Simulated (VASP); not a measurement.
Ti:

```
Ti
1.0
     3.75649    0.00000    0.00000
    -1.87825    3.25322    0.00000
     0.00000    0.00000    4.26187
Ti
3
Direct
  0.22540 0.00000 0.33333
  0.00000 0.22540 0.66667
  0.77460 0.77460 0.00000
```

```yaml
Program: VASP 6.6.1
Task: relaxation of cell and atoms
Functional: r2SCAN
Potentials_or_basis: VASP PAW PBE potentials, release 64 (Ti_sv)
Cutoff: 600 eV
k_mesh: 6 × 6 × 4
Occupations: gaussian, width 0.1 eV
Spin: no spin polarisation
```

At the start: pressure 5.8 GPa; volume 17.36 Å³/atom.

Problem. How do energy, volume and symmetry change on relaxing?

Solution. Over 34 steps the energy falls by 1495.6 meV/atom and the volume is 16.68 Å³/atom (-4.0 %); space group R-3m (No. 166, to 0.05 Å).

Step by step:
```tsv
step	energy change (eV)	largest force (eV/Å)	pressure (GPa)	volume (Å³)
1	0.0000	2.5882	5.80	52.08
2	-0.8770	2.4613	-1.58	56.96
3	-0.9770	0.1629	-14.50	73.41
4	-1.5789	0.2881	-11.12	65.98
5	-1.5934	1.3823	-6.72	61.57
6	-1.6468	0.7425	-9.13	63.69
7	-2.1575	0.1363	-2.42	55.96
8	-2.1847	0.2972	0.11	54.16
9	-2.6522	0.5288	2.22	51.88
10	-3.2633	0.7229	8.33	48.35
11	-2.2861	1.9831	50.65	39.07
12	-3.5230	0.8021	17.52	45.54
13	-3.3776	1.0986	30.21	42.86
14	-3.5177	0.9041	22.85	44.33
15	-3.5990	0.9373	22.66	44.50
16	-3.7458	1.0935	22.20	44.87
17	-3.5691	1.7810	20.26	45.02
18	0.9474	1.2605	74.80	42.57
19	-3.5633	1.8576	20.76	44.99
20	-3.1788	1.6803	26.60	44.22
21	-3.5940	1.8751	21.36	44.86
22	-3.5211	1.8001	22.59	44.61
23	-3.5758	1.8403	21.80	44.74
24	-3.8395	1.5630	14.41	46.59
25	-4.1322	0.8515	-2.24	52.43
26	-4.1333	0.8880	-1.44	52.07
27	-4.1708	0.8588	-1.45	51.95
28	-4.2663	0.7716	-1.31	51.59
29	-4.3805	0.5428	-0.24	50.82
30	-4.3927	0.4147	0.59	50.42
31	-4.4436	0.2350	-0.40	50.52
32	-4.4836	0.0114	-1.46	50.70
33	-4.4857	0.0253	0.91	49.61
34	-4.4869	0.0104	-0.01	50.03
```

Final structure:
```cif
data_structure
_symmetry_space_group_name_H-M 'P 1'
_symmetry_Int_Tables_number 1
_cell_length_a 4.9234
_cell_length_b 4.9234
_cell_length_c 2.3831
_cell_angle_alpha 90.000
_cell_angle_beta 90.000
_cell_angle_gamma 120.000
_cell_volume 50.03
loop_
_atom_site_label
_atom_site_type_symbol
_atom_site_fract_x
_atom_site_fract_y
_atom_site_fract_z
_atom_site_occupancy
Ti1 Ti 0.33301 0.00000 0.33333 1
Ti2 Ti 0.00000 0.33301 0.66667 1
Ti3 Ti 0.66699 0.66699 0.00000 1
```

Caveat: the k points lie up to 0.66 Å⁻¹ apart in the final cell; the PAW data sets were made with another functional, which shifts forces and pressure a little.
